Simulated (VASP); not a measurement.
# NaHF2 (R-3m) in VASP: a series of runs

NaHF2 is run at these levels: PBEsol, PBEsol+D3(BJ), r2SCAN; tasks: single point.

All numbers are computed with VASP 6.6.1; they aren't measurements. Logs are shortened: lines on timing, memory, paths and dates and some standing lists are left out, and cuts for length are marked.

**1. The cell of the first run**

Symmetry: R-3m, No. 166, trigonal system. Conventional cell: a = 3.395 Å, b = 3.395 Å, c = 13.708 Å, α = 90.00°, β = 90.00°, γ = 120.00°. Within 3.1 Å of Na (site symmetry -3m) lie 6 F at 2.27 Å and 6 H at 3.01 Å. Within 1.5 Å of H (site symmetry -3m) lie 2 F at 1.13 Å. Within 1.5 Å of F (site symmetry 3m) lie 1 H at 1.13 Å.

**2. Single point, PBEsol**

The input, INCAR:

```
SYSTEM = NaHF2
  PREC = Accurate
  ENCUT = 520
  EDIFF = 1E-7
  ISMEAR = 0
  SIGMA = 0.01
  LREAL = .FALSE.
  LASPH = .TRUE.
  NELM = 100
  ALGO = Normal
  ISIF = 2
  LWAVE = .FALSE.
  LCHARG = .TRUE.
  GGA = PS
  LELF = .TRUE.
  LVHAR = .TRUE.
  NBANDS = 19
```

The input, KPOINTS:

```
regular mesh
0
G
  6 6 6
  0 0 0
```

The input, POSCAR:

```
NaHF2
1.0
    1.6977160689      0.9801768294      4.5692389230
   -1.6977160689      0.9801768294      4.5692389230
    0.0000000000     -1.9603536588      4.5692389230
Na H F
1 1 2
Direct
    0.0000000000      0.0000000000      0.0000000000
    0.5000000000      0.5000000000      0.5000000000
    0.4172389339      0.4172389339      0.4172389339
    0.5827610661      0.5827610661      0.5827610661
```

Potentials or basis: VASP PAW PBE potentials, release 64 (Na_pv, H, F).

Started as:

```bash
$ cat potpaw_PBE.64/Na_pv/POTCAR potpaw_PBE.64/H/POTCAR potpaw_PBE.64/F/POTCAR > POTCAR
$ mpirun -np 1 vasp_std > vasp.out
```

OUTCAR:

```text
SYSTEM = NaHF2
   PREC = Accurate
   ENCUT = 520
   EDIFF = 1E-7
   ISMEAR = 0
   LREAL = .FALSE.
   LASPH = .TRUE.
   NELM = 100
   ISIF = 2
   GGA = PS

 ion  position               nearest neighbor table
   1  0.000  0.000  0.000-   4 2.27   4 2.27   3 2.27   3 2.27   4 2.27   3 2.27
   2  0.500  0.500  0.500-   3 1.13   4 1.13
   3  0.417  0.417  0.417-   2 1.13   1 2.27   1 2.27   1 2.27
   4  0.583  0.583  0.583-   2 1.13   1 2.27   1 2.27   1 2.27

  LATTYP: Found a trigonal (rhomboedric) cell.
 ALAT       =     4.9720147629
 COS(alpha) =     0.7668178538

  Lattice vectors:

 A1 = (   1.6977160689,   0.9801768294,   4.5692389230)
 A2 = (  -1.6977160689,   0.9801768294,   4.5692389230)
 A3 = (   0.0000000000,  -1.9603536588,   4.5692389230)

Analysis of symmetry for initial positions (statically):
=====================================================================
 Subroutine PRICEL returns:
 Original cell was already a primitive cell.

 Routine SETGRP: Setting up the symmetry group for a
 trigonal (rhombohedral) supercell.

 Subroutine GETGRP returns: Found 12 space group operations
 (whereof 12 operations were pure point group operations)
 out of a pool of 12 trial point group operations.

The static configuration has the point symmetry D_3d.

Analysis of symmetry for dynamics (positions and initial velocities):
=====================================================================
 Subroutine PRICEL returns:
 Original cell was already a primitive cell.

 Routine SETGRP: Setting up the symmetry group for a
 trigonal (rhombohedral) supercell.

 Subroutine GETGRP returns: Found 12 space group operations
 (whereof 12 operations were pure point group operations)
 out of a pool of 12 trial point group operations.

The dynamic configuration has the point symmetry D_3d.

 Subroutine INISYM returns: Found 12 space group operations
 (whereof 12 operations are pure point group operations),
 and found     1 'primitive' translations

----------------------------------------------------------------------------------------

                                     Primitive cell

  volume of cell :      45.6210

  direct lattice vectors                    reciprocal lattice vectors
     1.697716069  0.980176829  4.569238923     0.294513322  0.170037346  0.072951609
    -1.697716069  0.980176829  4.569238923    -0.294513322  0.170037346  0.072951609
[... 89 lines left out ...]
   EDIFF  = 0.1E-06   stopping-criterion for ELM
   LREAL  =      F    real-space projection
   EDIFFG = 0.1E-05   stopping-criterion for IOM
   NSW    =      0    number of steps for IOM
   IBRION =     -1    ionic relax: 0-MD 1-quasi-New 2-CG
   NFREE  =      0    steps in history (QN), initial steepest desc. (CG)
   ISIF   =      2    stress and relaxation
   ISYM   =      2    0-nonsym 1-usesym 2-fastsym
   POTIM  = 0.5000    time-step for ionic-motion
   TEBEG  =    0.0;   TEEND  =   0.0 temperature during run
   PSTRESS=    0.0 pullay stress
   NELECT =      22.0000    total number of electrons
   NUPDOWN=      -1.0000    fix difference up-down
   EMIN   =  10.00;   EMAX   =-10.00  energy-range for DOS
   EFERMI =   0.00;   METHOD = LEGACY
   ISMEAR =     0;   SIGMA  =   0.01  broadening in eV -4-tet -1-fermi 0-gaus
   EFERMI_NEDOS =   21; number of points for ismear=-14 and -15
   IALGO  =     38    algorithm
   IMIX   =      4    mixing-type and parameters
     AMIX     =   0.40;   BMIX     =  1.00
     AMIX_MAG =   1.60;   BMIX_MAG =  1.00
  volume/ion in A,a.u.               =      11.41        76.97
  Fermi-wavevector in a.u.,A,eV,Ry     =   1.283791  2.426012 22.424011  1.648118
  Thomas-Fermi vector in A             =   2.416023
   LORBIT       =      0    0 simple, 1 ext, 2 COOP (PROOUT), +10 PAW based schemes
   GGA     = PS    functional components
   LHFCALC =     F    Hartree Fock is set to
   AEXX    =    0.0000 exact exchange contribution
   IVDW    =     0    specifies the selected vdW correction
   LEPSILON=     F    determine dielectric tensor
   LRPA    =     F    only Hartree local field effects (RPA)
 non-spin polarized calculation
 Gauss-broadening in eV      SIGMA  =   0.01
  energy-cutoff  :      520.00
  volume of cell :       45.62
 maximum number of plane-waves:      1246
 NGX is ok and might be reduce to    40
   NGX = 19   NGY = 19   NGZ = 19

 number of electron      22.0000003 magnetization

 Free energy of the ion-electron system (eV)
  ---------------------------------------------------
  ext. energy  EPLUGINS =         0.00000000
  ---------------------------------------------------
  free energy    TOTEN  =       -17.68765746 eV

  energy without entropy =      -17.68765746  energy(sigma->0) =      -17.68765746

 E-fermi :  -3.5823     XC(G=0):  -8.4145

 val. band max:       -3.7561298423   @ k =   0.5000   0.5000   0.5000
 cond. band min:       3.2860314106   @ k =   0.0000   0.0000   0.0000
 fundamental gap:      7.0421612529
 Fermi energy:        -3.5822916938

 k-point     1 :       0.0000    0.0000    0.0000
  band No.  band energies     occupation
      1     -24.2497      2.00000
      2     -23.1279      2.00000
      3     -21.9022      2.00000
      4     -21.9022      2.00000
      5     -21.6733      2.00000
      6      -8.8249      2.00000
[... 505 lines left out ...]
      6      -8.2769      2.00000
[... 11 lines left out ...]
     18      16.4704      0.00000
     19      17.1825      0.00000

 [... further k-points ...]

------------------------ aborting loop because EDIFF is reached ----------------------------------------

  FORCE on cell =-STRESS in cart. coord.  units (eV):
  Direction    XX          YY          ZZ          XY          YZ          ZX
  --------------------------------------------------------------------------------------
  -------------------------------------------------------------------------------------
  Total        0.4058060      0.4058060      0.8113009      0.0000000     -0.0000000      0.0000000
  in kB       14.2516271     14.2516271     28.4923283      0.0000000     -0.0000000      0.0000000
  external PRESSURE =      18.9985275 kB  Pullay stress =       0.0000000 kB

 VOLUME and BASIS-vectors are now :
 -----------------------------------------------------------------------------
  energy-cutoff  :      520.00
  volume of cell :       45.62
      direct lattice vectors                 reciprocal lattice vectors
     1.697716069  0.980176829  4.569238923     0.294513322  0.170037346  0.072951609
    -1.697716069  0.980176829  4.569238923    -0.294513322  0.170037346  0.072951609
     0.000000000 -1.960353659  4.569238923     0.000000000 -0.340074692  0.072951609

 POSITION                                       TOTAL-FORCE (eV/Angst)
 -----------------------------------------------------------------------------------
      0.00000      0.00000      0.00000         0.000000      0.000000      0.000000
      0.00000      0.00000      6.85386        -0.000000      0.000000      0.000000
      0.00000      0.00000      5.71939        -0.000000      0.000000     -0.173022
      0.00000      0.00000      7.98832        -0.000000     -0.000000      0.173022
 -----------------------------------------------------------------------------------
    total drift:                               -0.000000     -0.000000     -0.000000

  FREE ENERGIE OF THE ION-ELECTRON SYSTEM (eV)
  ---------------------------------------------------
  free  energy   TOTEN  =       -17.6876574585 eV

  energy  without entropy=      -17.6876574585  energy(sigma->0) =      -17.68765746
```

It took 95 s on 1 thread of Intel Xeon Platinum 8259CL at 2.50GHz (Skylake/Cascade Lake), shared host; peak memory 0.22 GiB.

Results:

| Property | Result |
| --- | --- |
| Free energy | -17.6877 eV |
| Pressure | 1.9 GPa |
| Largest force | 0.173 eV/Å |
| Band gap on the k mesh | 7.04 eV (least direct gap 7.23 eV) |

Forces on the atoms (eV/Å):
```
Na   0.000  0.000  0.000
H    0.000  0.000  0.000
F    0.000  0.000 -0.173
F    0.000  0.000  0.173
```

Caveat: the PAW data sets were made with another functional, which shifts forces and pressure a little.

**3. Single point, PBEsol+D3(BJ)**

The input, INCAR:

```
SYSTEM = NaHF2
ALGO = Normal
EDIFF = 1E-6
ENCUT = 520
GGA = PS
ISIF = 2
ISMEAR = 0
IVDW = 12
LASPH = .TRUE.
LCHARG = .FALSE.
LREAL = .FALSE.
LWAVE = .FALSE.
NBANDS = 19
NELM = 80
PREC = Accurate
SIGMA = 0.01
```

The input, KPOINTS:

```
k-points
0
G
  6 6 6
  0 0 0
```

POSCAR is that of step 2.

Potentials or basis: VASP PAW PBE potentials, release 64 (Na_pv, H, F).

Started as:

```bash
$ cat potpaw_PBE.64/Na_pv/POTCAR potpaw_PBE.64/H/POTCAR potpaw_PBE.64/F/POTCAR > POTCAR
$ mpirun -np 1 vasp_std > vasp.out
```

It took 85 s on 1 thread of Intel Xeon Platinum 8259CL at 2.50GHz (Skylake/Cascade Lake), shared host; peak memory 0.22 GiB.

The run converged. Its results:

```
Free energy                : -17.9798 eV
Pressure                   : 0.8 GPa
Largest force              : 0.171 eV/Å
Band gap on the k mesh     : 7.04 eV (least direct gap 7.23 eV)
Dispersion energy per atom : -0.073 eV
```

Forces on the atoms (eV/Å):
```
Na   0.000  0.000  0.000
H    0.000  0.000  0.000
F    0.000  0.000 -0.171
F    0.000  0.000  0.171
```

Stress tensor (GPa, compression positive):
```
0.37 0.00 0.00
0.00 0.37 0.00
0.00 0.00 1.81
```

Levels at points of the mesh, in eV from the valence-band top:
```tsv
k point	band 9	band 10	band 11	band 12	band 13	band 14
(0.00, 0.00, 0.00)	-0.24	-0.24	-0.19	7.04	13.38	14.59
(0.50, 0.00, 0.00)	-0.58	-0.39	-0.34	11.29	12.08	15.46
(0.50, 0.50, 0.00)	-0.87	-0.58	-0.14	12.21	12.43	13.86
(0.50, 0.50, 0.50)	-0.73	0.00	0.00	8.78	10.04	16.43
```

Caveat: the PAW data sets were made with another functional, which shifts forces and pressure a little. A hybrid or GW would open this gap; PBEsol tends to underestimate it.

**4. Single point, PBEsol**

The input, INCAR:

```
PREC     = Accurate       # precision mode
ENCUT    = 520            # plane-wave cutoff, eV
EDIFF    = 1E-6           # SCF threshold, eV
ISMEAR   = 0              # smearing method
SIGMA    = 0.01           # smearing width, eV
LREAL    = False          # projectors in reciprocal space
LASPH    = True           # aspherical terms in the spheres
NELM     = 60             # most SCF steps
ALGO     = Normal         # electronic algorithm
ISIF     = 2              # what is computed and relaxed
LWAVE    = False          # write WAVECAR
LCHARG   = False          # write CHGCAR
GGA      = PS             # functional
NBANDS   = 19             # bands
```

The input, KPOINTS:

```
regular mesh
0
Gamma
  6 6 6
```

POSCAR is that of step 3.

Started as:

```bash
$ cat potpaw_PBE.64/Na_pv/POTCAR potpaw_PBE.64/H/POTCAR potpaw_PBE.64/F/POTCAR > POTCAR
$ mpirun -np 1 vasp_std > vasp.out
```

Wall time 76 s (1 thread of Intel Xeon Platinum 8259CL at 2.50GHz (Skylake/Cascade Lake), shared host); peak memory 0.22 GiB.

Results (log left out):

```
Free energy            : -17.6877 eV
Pressure               : 1.9 GPa
Largest force          : 0.173 eV/Å
Band gap on the k mesh : 7.04 eV (least direct gap 7.23 eV)
```

Forces in eV/Å, atoms in the order of the input:
```
Na   0.000  0.000  0.000
H    0.000  0.000  0.000
F    0.000  0.000 -0.173
F    0.000  0.000  0.173
```

Stress tensor (GPa, compression positive):
```
1.44 0.00 0.00
0.00 1.44 0.00
0.00 0.00 2.86
```

Levels at points of the mesh, in eV from the valence-band top:
| k point | band 8 | band 9 | band 10 | band 11 | band 12 | band 13 | band 14 | band 15 |
| --- | --- | --- | --- | --- | --- | --- | --- | --- |
| (0.00, 0.00, 0.00) | -0.51 | -0.24 | -0.24 | -0.19 | 7.04 | 13.38 | 14.59 | 17.67 |
| (0.50, 0.00, 0.00) | -0.69 | -0.58 | -0.39 | -0.34 | 11.29 | 12.08 | 15.46 | 15.84 |
| (0.50, 0.50, 0.00) | -0.90 | -0.87 | -0.58 | -0.14 | 12.21 | 12.43 | 13.86 | 14.01 |
| (0.50, 0.50, 0.50) | -0.73 | -0.73 | 0.00 | 0.00 | 8.78 | 10.04 | 16.43 | 19.41 |

Caveat: the PAW data sets were made with another functional, which shifts forces and pressure a little.

**5. Single point, r2SCAN**

POSCAR is that of step 4.

The input, INCAR.step1:

```
SYSTEM = NaHF2
PREC     = Accurate       ! precision mode
ENCUT    = 520            ! plane-wave cutoff, eV
ISMEAR   = 0              ! smearing method
SIGMA    = 0.01           ! smearing width, eV
LREAL    = .False.        ! projectors in reciprocal space
LASPH    = .True.         ! aspherical terms in the spheres
NELM     = 60             ! most SCF steps
NBANDS   = 19             ! bands
GGA      = PE             ! functional
ALGO     = Normal         ! electronic algorithm
EDIFF    = 1E-4           ! SCF threshold, eV
LWAVE    = .True.         ! write WAVECAR
LCHARG   = .False.        ! write CHGCAR
```

The input, INCAR.step2:

```
SYSTEM = NaHF2
PREC     = Accurate       ! precision mode
ENCUT    = 520            ! plane-wave cutoff, eV
EDIFF    = 1E-6           ! SCF threshold, eV
ISMEAR   = 0              ! smearing method
SIGMA    = 0.01           ! smearing width, eV
LREAL    = .False.        ! projectors in reciprocal space
LASPH    = .True.         ! aspherical terms in the spheres
NELM     = 60             ! most SCF steps
ALGO     = Normal         ! electronic algorithm
ISIF     = 2              ! what is computed and relaxed
LWAVE    = .False.        ! write WAVECAR
LCHARG   = .False.        ! write CHGCAR
METAGGA  = R2SCAN         ! meta-GGA
LMIXTAU  = .True.       
NBANDS   = 19             ! bands
ISTART   = 1
```

The input, KPOINTS:

```
Automatic mesh
0
Gamma
  6 6 6
  0 0 0
```

Started as:

```bash
$ cat potpaw_PBE.64/Na_pv/POTCAR potpaw_PBE.64/H/POTCAR potpaw_PBE.64/F/POTCAR > POTCAR
$ cp INCAR.step1 INCAR
$ mpirun -np 1 vasp_std > vasp.out
$ cp INCAR.step2 INCAR
$ mpirun -np 1 vasp_std > vasp.out
```

Wall time 6.1 min (1 thread of Intel Xeon Platinum 8259CL at 2.50GHz (Skylake/Cascade Lake), shared host); peak memory 0.24 GiB.

Results (log left out):

- Free energy: -22.7803 eV
- Pressure: 0.4 GPa
- Largest force: 0.082 eV/Å
- Band gap on the k mesh: 7.88 eV (least direct gap 7.99 eV)

Forces in eV/Å, atoms in the order of the input:
```
Na   0.000  0.000  0.000
H    0.000  0.000  0.000
F    0.000  0.000 -0.082
F    0.000  0.000  0.082
```

Stress tensor (GPa, compression positive):
```
0.09 0.00 0.00
0.00 0.09 0.00
0.00 0.00 0.87
```

Levels at points of the mesh, in eV from the valence-band top:
| k point | band 8 | band 9 | band 10 | band 11 | band 12 | band 13 | band 14 | band 15 |
| --- | --- | --- | --- | --- | --- | --- | --- | --- |
| (0.00, 0.00, 0.00) | -0.51 | -0.25 | -0.25 | -0.11 | 7.88 | 14.41 | 15.57 | 18.87 |
| (0.50, 0.00, 0.00) | -0.70 | -0.57 | -0.33 | -0.32 | 12.22 | 12.85 | 16.63 | 16.89 |
| (0.50, 0.50, 0.00) | -0.86 | -0.86 | -0.50 | -0.15 | 12.98 | 13.34 | 14.87 | 15.12 |
| (0.50, 0.50, 0.50) | -0.74 | -0.74 | 0.00 | 0.00 | 9.50 | 11.12 | 17.57 | 20.34 |

Caveat: the PAW data sets were made with another functional, which shifts forces and pressure a little. A k mesh can miss the band edges.

**6. Summary**

```tsv
level	gap on the mesh (eV)	pressure (GPa)	largest force (eV/Å)
PBEsol	7.04	1.9	0.17
PBEsol+D3(BJ)	7.04	0.8	0.17
r2SCAN	7.88	0.4	0.08
```

Alike in all rows: task single point; potentials or basis VASP PAW PBE potentials, release 64 (Na_pv, H, F); no spin polarisation; cell as given; k mesh 6 × 6 × 6; cutoff (eV) 520; smearing gaussian 0.01 eV.

On the cell as given the gap runs from 7.04 eV (PBEsol) to 7.88 eV (r2SCAN). The pressure there spans 0.4 GPa (r2SCAN) to 1.9 GPa (PBEsol); a positive pressure means that this level wants a larger cell, a negative one a smaller.

Caveats: the PAW data sets were made with another functional, which shifts forces and pressure a little.

Total energies depend on the potentials used, so only differences within one code and one set of settings carry meaning.
